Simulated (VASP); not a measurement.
CdI2: single point with PBEsol

Crystal: CdI2.

```
Cd I
1.0
     4.24701    0.00000    0.00000
    -2.12350    3.67802    0.00000
     0.00000    0.00000    6.89503
Cd I
1 2
Direct
  0.00000 0.00000 0.00000
  0.33333 0.66667 0.24939
  0.66667 0.33333 0.75061
```

| Quantity | Value |
| --- | --- |
| Program | VASP 6.6.1 |
| Task | single point |
| Functional | PBEsol |
| Potentials or basis | VASP PAW PBE potentials, release 64 (Cd, I) |
| Cutoff | 500 eV |
| k mesh | 6 × 6 × 4 |
| Occupations | gaussian, width 0.2 eV |
| Spin | no spin polarisation |

- Pressure: -0.5 GPa
- Largest force: 0.123 eV/Å
- Band gap on the k mesh: 2.29 eV, indirect (least direct gap 2.49 eV)

Forces in eV/Å, atoms in the order of the input:
```
Cd   0.000  0.000  0.000
I    0.000  0.000 -0.123
I    0.000  0.000  0.123
```

Levels at points of the mesh, in eV from the valence-band top:
```tsv
k point	band 11	band 12	band 13	band 14	band 15	band 16
(0.00, 0.00, 0.00)	-0.15	-0.14	-0.14	2.35	4.34	6.27
(0.50, 0.00, 0.00)	-1.51	-0.71	-0.13	2.59	4.88	5.82
(0.00, 0.00, 0.50)	-0.42	0.00	0.00	3.51	4.37	6.06
(0.50, 0.00, 0.50)	-1.23	-0.50	-0.44	2.29	4.81	5.72
```

Wall time 30 s on 1 thread of Intel(R) Xeon(R) Platinum 8375C CPU @ 2.90GHz (Ice Lake), on a shared host, peak memory 0.24 GiB.

Caveat: the PAW data sets were made with another functional, which shifts forces and pressure a little; spin-orbit coupling is left out, which moves the levels of the heavy elements; this functional lacks dispersion, which binds the layers, so the pressure and a relaxed spacing across them are unreliable. PBEsol gaps usually lie below the measured ones, often by a third to a half.
